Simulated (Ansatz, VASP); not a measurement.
## InAs in VASP and in Ansatz

The input INCAR:

```
ALGO = Normal
EDIFF = 1E-7
EDIFFG = -0.002
ENCUT = 600
GGA = PS
IBRION = 2
ISIF = 3
ISMEAR = -1
LASPH = T
LCHARG = F
LREAL = F
LWAVE = F
NELM = 60
NSW = 100
PREC = Accurate
SIGMA = 0.1
```

Contents of KPOINTS:

```
k-points
0
Gamma
  14 14 14
```

POSCAR

```
InAs
1.0
    0.0000000000      3.0180000000      3.0180000000
    3.0180000000      0.0000000000      3.0180000000
    3.0180000000      3.0180000000      0.0000000000
In As
1 1
Direct
    0.0000000000      0.0000000000      0.0000000000
    0.7500000000      0.7500000000      0.7500000000
```

Input for Ansatz:

```yaml
crystal:
  lattice:
    - [0.0, 3.018, 3.018]
    - [3.018, 0.0, 3.018]
    - [3.018, 3.018, 0.0]
  atoms:
    - { symbol: In, position: [0.0, 0.0, 0.0] }
    - { symbol: As, position: [0.75, 0.75, 0.75] }
kpoints:
  mp_grid: { grid: [14, 14, 14] }
scf:
  occupations: { method: fermi_dirac, width: 0.1 }
hamiltonian:
  xc: pbesol
  pseudopotentials: { kind: paw }
relax:
  f_tol: 0.002
  max_steps: 80
  cell: {}
output:
  forces: true
  stress: true
```

Alike in both runs: task relaxation of cell and atoms; functional PBEsol; k mesh 14 × 14 × 14; occupations fermi-dirac, width 0.1 eV; no spin polarisation.

|  | VASP | Ansatz |
| --- | --- | --- |
| version | VASP 6.6.1 | Ansatz 0.2.0 |
| potentials or method | VASP PAW PBE potentials, release 64 (In_d, As) | PAW with Ansatz's default frozen-core files, scalar-relativistic |
| plane-wave cutoff (eV) | 600 | 420 |
| valence electrons in the cell | 18 | 28 |

|  | VASP | Ansatz | Ansatz less VASP |
| --- | --- | --- | --- |
| relaxed volume (Å³/atom) | 28.24 | 28.20 | -0.041 |
| relaxed cell length with the largest relative difference (Å) | 4.307 | 4.305 | -0.0021 |

VASP's potentials were made for PBE, not for PBEsol. VASP's potentials hold 18 valence electrons a cell and Ansatz's 28, so a difference there can come from the potentials and not from the codes.
